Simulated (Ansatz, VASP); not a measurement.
## One calculation of TiO2, two programs

```
Ti O
1.0
     4.70668    0.00000    0.00000
     0.00000    4.70668    0.00000
     0.00000    0.00000    2.88445
Ti O
2 4
Direct
  0.00000 0.00000 0.00000
  0.50000 0.50000 0.50000
  0.30511 0.30511 0.00000
  0.19489 0.80511 0.50000
  0.69489 0.69489 0.00000
  0.80511 0.19489 0.50000
```

Alike in both runs: task single point; functional PBE; k mesh 8 × 8 × 10; occupations gaussian, width 0.05 eV; no spin polarisation.

```csv
,VASP,Ansatz
version,VASP 6.6.1,Ansatz 0.2.0
potentials or method,"VASP PAW PBE potentials, release 64 (Ti_sv, O), cutoff 520 eV","scalar-relativistic, plane waves, PAW"
valence electrons in the cell,48,48
```

|  | VASP | Ansatz | Ansatz less VASP |
| --- | --- | --- | --- |
| gap on the k mesh at the Fermi level (eV) | 1.92 | 1.94 | +0.021 |
| least direct gap on the mesh (eV) | 1.92 | 1.94 | +0.021 |
| pressure (GPa) | 2.6 | 2.0 | -0.64 |
| traceless stress, the component that is largest in VASP (GPa) | 7.80 | 7.54 | -0.264 |
| rms of the force components (eV/Å) | 0.019 | 0.001 | -0.0183 |

Atom by atom the forces differ by 0.020 eV/Å (rms over components).
